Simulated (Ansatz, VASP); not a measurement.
One calculation of ZnSe, two programs

The input INCAR:

```
ALGO     = Normal         # electronic algorithm
EDIFF    = 1E-6           # SCF threshold, eV
ENCUT    = 520            # plane-wave cutoff, eV
GGA      = CA             # functional
ISIF     = 2              # what is computed and relaxed
ISMEAR   = 0              # smearing method
LASPH    = True           # aspherical terms in the spheres
LCHARG   = False          # write CHGCAR
LREAL    = False          # projectors in reciprocal space
LWAVE    = False          # write WAVECAR
NBANDS   = 26             # bands
NELM     = 80             # most SCF steps
PREC     = Accurate       # precision mode
SIGMA    = 0.05           # smearing width, eV
```

File KPOINTS:

```
k-points
0
Gamma
  8 8 6
```

The input POSCAR:

```
ZnSe
1.0
    4.1605590088      0.0000000000      0.0000000000
    0.0000000000      4.1605590088      0.0000000000
    0.0000000000      0.0000000000      5.4910814719
Zn Se
2 2
Direct
    0.0000000000      0.0000000000      0.0000000000
    0.5000000000      0.5000000000      0.0000000000
    0.0000000000      0.5000000000      0.2984995820
    0.5000000000      0.0000000000      0.7015004180
```

Input for Ansatz:

```yaml
crystal:
  lattice:
    - [4.1605590088, 0.0, 0.0]
    - [0.0, 4.1605590088, 0.0]
    - [0.0, 0.0, 5.4910814719]
  atoms:
    - { symbol: Zn, position: [0.0, 0.0, 0.0] }
    - { symbol: Zn, position: [0.5, 0.5, 0.0] }
    - { symbol: Se, position: [0.0, 0.5, 0.298499582] }
    - { symbol: Se, position: [0.5, 0.0, 0.701500418] }
basis:
  ecutwfc: 520.0
kpoints:
  mp_grid: { grid: [8, 8, 6] }
hamiltonian:
  xc: lda
scf:
  occupations: { method: gaussian, width: 0.05 }
output:
  forces: true
  stress: true
  eigenvalues: true
```

Alike in both runs: task single point; functional LDA; k mesh 8 × 8 × 6; occupations gaussian, width 0.05 eV; no spin polarisation.

|  | VASP | Ansatz |
| --- | --- | --- |
| version | VASP 6.6.1 | Ansatz 0.2.0 |
| potentials or method | VASP PAW LDA potentials, release 64 (Zn, Se), cutoff 520 eV | scalar-relativistic, plane waves, PAW |
| valence electrons in the cell | 36 | 56 |

```csv
,VASP,Ansatz,Ansatz less VASP
gap on the k mesh at the Fermi level (eV),0.97,0.96,-0.014
least direct gap on the mesh (eV),0.97,0.96,-0.014
pressure (GPa),-9.2,-9.4,-0.20
"traceless stress, the component that is largest in VASP (GPa)",-1.47,-1.47,+0.001
rms of the force components (eV/Å),0.731,0.744,+0.0131
```

LDA's correlation is that of Perdew and Zunger in VASP and of Perdew and Wang (1992) in Ansatz. Atom by atom the forces differ by 0.013 eV/Å (rms over components). VASP's potentials hold 36 valence electrons a cell and Ansatz's 56, so a difference there can come from the potentials and not from the codes.
